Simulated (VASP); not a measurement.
# Ti (P6_3/mmc) in VASP: further runs

Runs on Ti. Level: r2SCAN. Tasks: single point.

All numbers are computed with VASP 6.6.1; they aren't measurements. Logs are shortened: lines on timing, memory, paths and dates and some standing lists are left out, and cuts for length are marked.

## 1. The cell of the first run

Symmetry: P6_3/mmc, No. 194, hexagonal system. The conventional cell has a = 2.936 Å, b = 2.936 Å, c = 4.637 Å, α = 90.00°, β = 90.00°, γ = 120.00°. Within 3.8 Å of Ti (site symmetry -6m2) lie 12 Ti at 2.87 to 2.94 Å.

## 2. Single point, r2SCAN

The input, POSCAR:

```
Ti
1.0
    2.9358214175     -0.0000002901      0.0000000000
   -1.4679104576      2.5424960736      0.0000000000
    0.0000000000      0.0000000000      4.6367291251
Ti
2
Direct
    0.0000000000      0.0000000000      0.0000000000
    0.3333333333      0.6666666667      0.5000000000
```

The input, INCAR.step1:

```
PREC = Accurate ; ENCUT = 520
ISMEAR = 0 ; SIGMA = 0.1
LREAL = False ; LASPH = True
NELM = 60 ; NBANDS = 19
GGA = PE ; ALGO = Normal
EDIFF = 1E-4 ; LWAVE = True
LCHARG = False
```

The input, INCAR.step2:

```
PREC = Accurate ; ENCUT = 520
EDIFF = 1E-6 ; ISMEAR = 0
SIGMA = 0.1 ; LREAL = False
LASPH = True ; NELM = 60
ALGO = Normal ; ISIF = 2
LWAVE = False ; LCHARG = False
METAGGA = R2SCAN ; LMIXTAU = True
NBANDS = 19 ; ISTART = 1
```

The input, KPOINTS:

```
regular mesh
0
Gamma
  18 18 10
```

Potentials or basis: VASP PAW PBE potentials, release 64 (Ti_sv).

Started as:

```bash
$ cat potpaw_PBE.64/Ti_sv/POTCAR > POTCAR
$ cp INCAR.step1 INCAR
$ mpirun -np 1 vasp_std > vasp.out
$ cp INCAR.step2 INCAR
$ mpirun -np 1 vasp_std > vasp.out
```

OUTCAR:

```text
PREC = Accurate
   ENCUT = 520
   EDIFF = 1E-6
   ISMEAR = 0
   LREAL = False
   LASPH = True
   NELM = 60
   ISIF = 2
   METAGGA = R2SCAN
   ISTART = 1

 ion  position               nearest neighbor table
   1  0.000  0.000  0.000-   2 2.87   2 2.87   2 2.87   2 2.87   2 2.87   2 2.87
   2  0.333  0.667  0.500-   1 2.87   1 2.87   1 2.87   1 2.87   1 2.87   1 2.87

  LATTYP: Found a hexagonal cell.
 ALAT       =     2.9358214175
 C/A-ratio  =     1.5793634781

  Lattice vectors:

 A1 = (   2.9358214175,  -0.0000002901,   0.0000000000)
 A2 = (  -1.4679104576,   2.5424960736,   0.0000000000)
 A3 = (   0.0000000000,   0.0000000000,   4.6367291251)

Analysis of symmetry for initial positions (statically):
=====================================================================
 Subroutine PRICEL returns:
 Original cell was already a primitive cell.

 Routine SETGRP: Setting up the symmetry group for a
 hexagonal supercell.

 Subroutine GETGRP returns: Found 24 space group operations
 (whereof 12 operations were pure point group operations)
 out of a pool of 24 trial point group operations.

The static configuration has the point symmetry D_3h.
 The point group associated with its full space group is D_6h.

Analysis of symmetry for dynamics (positions and initial velocities):
=====================================================================
 Subroutine PRICEL returns:
 Original cell was already a primitive cell.

 Routine SETGRP: Setting up the symmetry group for a
 hexagonal supercell.

 Subroutine GETGRP returns: Found 24 space group operations
 (whereof 12 operations were pure point group operations)
 out of a pool of 24 trial point group operations.

The dynamic configuration has the point symmetry D_3h.
 The point group associated with its full space group is D_6h.

 Subroutine INISYM returns: Found 24 space group operations
 (whereof 12 operations are pure point group operations),
 and found     1 'primitive' translations

----------------------------------------------------------------------------------------

                                     Primitive cell

  volume of cell :      34.6100

  direct lattice vectors                    reciprocal lattice vectors
     2.935821418 -0.000000290  0.000000000     0.340620193  0.196657115  0.000000000
    -1.467910458  2.542496074  0.000000000     0.000000039  0.393314297  0.000000000
     0.000000000  0.000000000  4.636729125     0.000000000  0.000000000  0.215669273

  length of vectors
     2.935821418  2.935821418  4.636729125     0.393314297  0.393314297  0.215669273

  position of ions in fractional coordinates (direct lattice)
     0.000000000  0.000000000  0.000000000
     0.333333333  0.666666667  0.500000000

  ion indices of the primitive-cell ions
   primitive index   ion index
                 1           1
                 2           2

----------------------------------------------------------------------------------------

 KPOINTS: regular mesh

Automatic generation of k-mesh.
 Grid dimensions read from file:
 generate k-points for:   18   18   10

 Generating k-lattice:

  Cartesian coordinates                     Fractional coordinates (reciprocal lattice)
     0.018923344  0.010925395  0.000000000     0.055555556  0.000000000  0.000000000
     0.000000002  0.021850794  0.000000000     0.000000000  0.055555556  0.000000000
     0.000000000  0.000000000  0.021566927     0.000000000  0.000000000  0.100000000

  Length of vectors
     0.021850794  0.021850794  0.021566927

  Shift w.r.t. Gamma in fractional coordinates (k-lattice)
     0.000000000  0.000000000  0.000000000

 Subroutine IBZKPT returns following result:
 ===========================================

 Found    222 irreducible k-points:

 Following reciprocal coordinates:
            Coordinates               Weight
  0.000000  0.000000  0.000000      1.000000
  0.055556 -0.000000  0.000000      6.000000
  0.111111 -0.000000  0.000000      6.000000
  0.166667  0.000000  0.000000      6.000000
  0.222222 -0.000000  0.000000      6.000000
  0.277778 -0.000000  0.000000      6.000000
[... 16 lines left out ...]
  0.333333  0.111111  0.000000     12.000000
  0.388889  0.111111  0.000000     12.000000
 [... further k-points ...]
   k-points           NKPTS =    222   k-points in BZ     NKDIM =    222   number of bands    NBANDS=     19
   number of dos      NEDOS =    301   number of ions     NIONS =      2
   total plane-waves  NPLWV =  20736
   dimension x,y,z NGX =    24 NGY =   24 NGZ =   36
   dimension x,y,z NGXF=    48 NGYF=   48 NGZF=   72
   ions per type =               2
   NGX,Y,Z   is equivalent  to a cutoff of  13.59, 13.59, 12.91 a.u.
   NGXF,Y,Z  is equivalent  to a cutoff of  27.18, 27.18, 25.81 a.u.
 SYSTEM =  unknown system
   PREC   = accura    normal or accurate (medium, high low for compatibility)
   ISTART =      1    job   : 0-new  1-cont  2-samecut
   ICHARG =      0    charge: 1-file 2-atom 10-const
   ISPIN  =      1    spin polarized calculation?
   LNONCOLLINEAR =      F non collinear calculations
   LSORBIT =      F    spin-orbit coupling
   LASPH  =      T    aspherical Exc in radial PAW
   ENCUT  =  520.0 eV  38.22 Ry    6.18 a.u.   5.46  5.46  8.62*2*pi/ulx,y,z
   NELM   =     60;   NELMIN=  2; NELMDL=  0     # of ELM steps
   EDIFF  = 0.1E-05   stopping-criterion for ELM
   LREAL  =      F    real-space projection
   EDIFFG = 0.1E-04   stopping-criterion for IOM
   NSW    =      0    number of steps for IOM
   IBRION =     -1    ionic relax: 0-MD 1-quasi-New 2-CG
   NFREE  =      0    steps in history (QN), initial steepest desc. (CG)
   ISIF   =      2    stress and relaxation
   ISYM   =      2    0-nonsym 1-usesym 2-fastsym
   POTIM  = 0.5000    time-step for ionic-motion
   TEBEG  =    0.0;   TEEND  =   0.0 temperature during run
   PSTRESS=    0.0 pullay stress
   NELECT =      24.0000    total number of electrons
   NUPDOWN=      -1.0000    fix difference up-down
   EMIN   =  10.00;   EMAX   =-10.00  energy-range for DOS
   EFERMI =   0.00;   METHOD = LEGACY
   ISMEAR =     0;   SIGMA  =   0.10  broadening in eV -4-tet -1-fermi 0-gaus
   EFERMI_NEDOS =   21; number of points for ismear=-14 and -15
   IALGO  =     38    algorithm
   IMIX   =      4    mixing-type and parameters
     AMIX     =   0.40;   BMIX     =  1.00
     AMIX_MAG =   1.60;   BMIX_MAG =  1.00
  volume/ion in A,a.u.               =      17.31       116.78
  Fermi-wavevector in a.u.,A,eV,Ry     =   1.449032  2.738274 28.568076  2.099694
  Thomas-Fermi vector in A             =   2.566805
   LORBIT       =      0    0 simple, 1 ext, 2 COOP (PROOUT), +10 PAW based schemes
   METAGGA = R2SCAN    functional components
   LHFCALC =     F    Hartree Fock is set to
   AEXX    =    0.0000 exact exchange contribution
   IVDW    =     0    specifies the selected vdW correction
   LEPSILON=     F    determine dielectric tensor
   LRPA    =     F    only Hartree local field effects (RPA)
 non-spin polarized calculation
 Gauss-broadening in eV      SIGMA  =   0.10
  energy-cutoff  :      520.00
  volume of cell :       34.61
 maximum number of plane-waves:       965
 NGX is ok and might be reduce to    24
   NGX = 11   NGY = 11   NGZ = 17

 number of electron      24.0000002 magnetization

 Free energy of the ion-electron system (eV)
  ---------------------------------------------------
  ext. energy  EPLUGINS =         0.00000000
  ---------------------------------------------------
  free energy    TOTEN  =       -25.90549671 eV

  energy without entropy =      -25.89718408  energy(sigma->0) =      -25.90134040

 E-fermi :   8.4470     XC(G=0): -12.4149

 val. band max:        8.4440900985   @ k =   0.1667   0.0000   0.4000
 cond. band min:       8.4504476750   @ k =   0.3333   0.2778   0.3000
 fundamental gap:      0.0063575765
 Fermi energy:         8.4469825311

 k-point     1 :       0.0000    0.0000    0.0000
  band No.  band energies     occupation
      1     -50.7951      2.00000
      2     -50.6479      2.00000
      3     -26.3637      2.00000
      4     -25.6866      2.00000
      5     -25.6865      2.00000
      6     -25.6143      2.00000
[... 11 lines left out ...]
     18      10.2563      0.00000
     19      11.8337      0.00000

 k-point     2 :       0.0556   -0.0000    0.0000
  band No.  band energies     occupation
      1     -50.7918      2.00000
      2     -50.6467      2.00000
      3     -26.3565      2.00000
      4     -25.7012      2.00000
      5     -25.6915      2.00000
      6     -25.6173      2.00000
[... 11 lines left out ...]
     18      10.2034      0.00000
     19      11.8626      0.00000

 k-point     3 :       0.1111   -0.0000    0.0000
  band No.  band energies     occupation
      1     -50.7824      2.00000
      2     -50.6431      2.00000
      3     -26.3353      2.00000
      4     -25.7436      2.00000
      5     -25.7055      2.00000
      6     -25.6403      2.00000
[... 11 lines left out ...]
     18      10.0637      0.00000
     19      11.9350      0.00000

 k-point     4 :       0.1667    0.0000    0.0000
  band No.  band energies     occupation
      1     -50.7676      2.00000
      2     -50.6379      2.00000
      3     -26.3014      2.00000
      4     -25.8089      2.00000
      5     -25.7264      2.00000
      6     -25.7059      2.00000
[... 11 lines left out ...]
     18      10.3272      0.00000
     19      12.0232      0.00000

 k-point     5 :       0.2222   -0.0000    0.0000
  band No.  band energies     occupation
      1     -50.7490      2.00000
      2     -50.6320      2.00000
      3     -26.2571      2.00000
      4     -25.8898      2.00000
      5     -25.7844      2.00000
      6     -25.7512      2.00000
[... 11 lines left out ...]
     18      10.6677      0.00000
     19      12.1063      0.00000

 k-point     6 :       0.2778   -0.0000    0.0000
  band No.  band energies     occupation
      1     -50.7282      2.00000
      2     -50.6266      2.00000
      3     -26.2055      2.00000
      4     -25.9765      2.00000
      5     -25.8658      2.00000
      6     -25.7769      2.00000
[... 11 lines left out ...]
     18      11.0558      0.00000
     19      12.1742      0.00000

 k-point     7 :       0.3333   -0.0000    0.0000
  band No.  band energies     occupation
      1     -50.7073      2.00000
      2     -50.6228      2.00000
      3     -26.1505      2.00000
      4     -26.0584      2.00000
      5     -25.9403      2.00000
      6     -25.8005      2.00000
[... 11 lines left out ...]
     18      11.4547      0.00000
     19      12.2241      0.00000

 k-point     8 :       0.3889   -0.0000    0.0000
  band No.  band energies     occupation
      1     -50.6887      2.00000
      2     -50.6212      2.00000
      3     -26.1252      2.00000
      4     -26.0976      2.00000
      5     -26.0000      2.00000
      6     -25.8194      2.00000
[... 256 lines left out ...]
 k-point    20 :       0.1667    0.1111    0.0000
  band No.  band energies     occupation
      1     -50.7415      2.00000
      2     -50.6299      2.00000
      3     -26.2389      2.00000
      4     -25.8942      2.00000
      5     -25.8503      2.00000
      6     -25.7342      2.00000
[... 11 lines left out ...]
     18      10.9517      0.00000
     19      12.0781      0.00000

 k-point    21 :       0.2222    0.1111    0.0000
  band No.  band energies     occupation
      1     -50.7216      2.00000
      2     -50.6252      2.00000
      3     -26.1886      2.00000
      4     -25.9729      2.00000
      5     -25.9084      2.00000
      6     -25.7732      2.00000
[... 11 lines left out ...]
     18      11.3966      0.00000
     19      12.1217      0.00000

 k-point    22 :       0.2778    0.1111    0.0000
  band No.  band energies     occupation
      1     -50.7015      2.00000
      2     -50.6220      2.00000
      3     -26.1347      2.00000
      4     -26.0493      2.00000
      5     -25.9593      2.00000
      6     -25.8107      2.00000
[... 11 lines left out ...]
     18      11.8744      0.00000
     19      12.1552      0.00000

 k-point    23 :       0.3333    0.1111    0.0000
  band No.  band energies     occupation
      1     -50.6835      2.00000
      2     -50.6211      2.00000
      3     -26.1117      2.00000
      4     -26.0823      2.00000
      5     -26.0001      2.00000
      6     -25.8410      2.00000
[... 11 lines left out ...]
     18      12.1776      0.00000
     19      12.3650      0.00000

 k-point    24 :       0.3889    0.1111    0.0000
  band No.  band energies     occupation
      1     -50.6702      2.00000
      2     -50.6221      2.00000
      3     -26.1523      2.00000
      4     -26.0401      2.00000
      5     -26.0267      2.00000
      6     -25.8606      2.00000
[... 11 lines left out ...]
     18      12.1901      0.00000
     19      12.8518      0.00000

 [... further k-points ...]

------------------------ aborting loop because EDIFF is reached ----------------------------------------

  FORCE on cell =-STRESS in cart. coord.  units (eV):
  Direction    XX          YY          ZZ          XY          YZ          ZX
  --------------------------------------------------------------------------------------
  -------------------------------------------------------------------------------------
  Total        0.0743024      0.0743024      0.0745093     -0.0000000     -0.0000000      0.0000000
  in kB        3.4396316      3.4396316      3.4492102     -0.0000000     -0.0000000      0.0000000
  external PRESSURE =       3.4428245 kB  Pullay stress =       0.0000000 kB

 VOLUME and BASIS-vectors are now :
 -----------------------------------------------------------------------------
  energy-cutoff  :      520.00
  volume of cell :       34.61
      direct lattice vectors                 reciprocal lattice vectors
     2.935821418 -0.000000290  0.000000000     0.340620193  0.196657115  0.000000000
    -1.467910458  2.542496074  0.000000000     0.000000039  0.393314297  0.000000000
     0.000000000  0.000000000  4.636729125     0.000000000  0.000000000  0.215669273

 POSITION                                       TOTAL-FORCE (eV/Angst)
 -----------------------------------------------------------------------------------
      0.00000      0.00000      0.00000        -0.000000      0.000000      0.000000
      0.00000      1.69500      2.31836         0.000000     -0.000000      0.000000
 -----------------------------------------------------------------------------------
    total drift:                                0.000000     -0.000000     -0.000000

  FREE ENERGIE OF THE ION-ELECTRON SYSTEM (eV)
  ---------------------------------------------------
  free  energy   TOTEN  =       -25.9054967128 eV

  energy  without entropy=      -25.8971840794  energy(sigma->0) =      -25.90134040
```

Wall time 8.2 min (1 thread of Intel Xeon Platinum 8488C (Sapphire Rapids), shared host); peak memory 0.24 GiB.

What came out:

| Property | Result |
| --- | --- |
| Free energy | -25.9055 eV |
| Pressure | 0.3 GPa |
| Band gap on the k mesh | zero (bands 12 and 13 overlap by 1.23 eV) |

Caveat: the PAW data sets were made with another functional, which shifts forces and pressure a little.

(Part 1 of 2 ends here.)
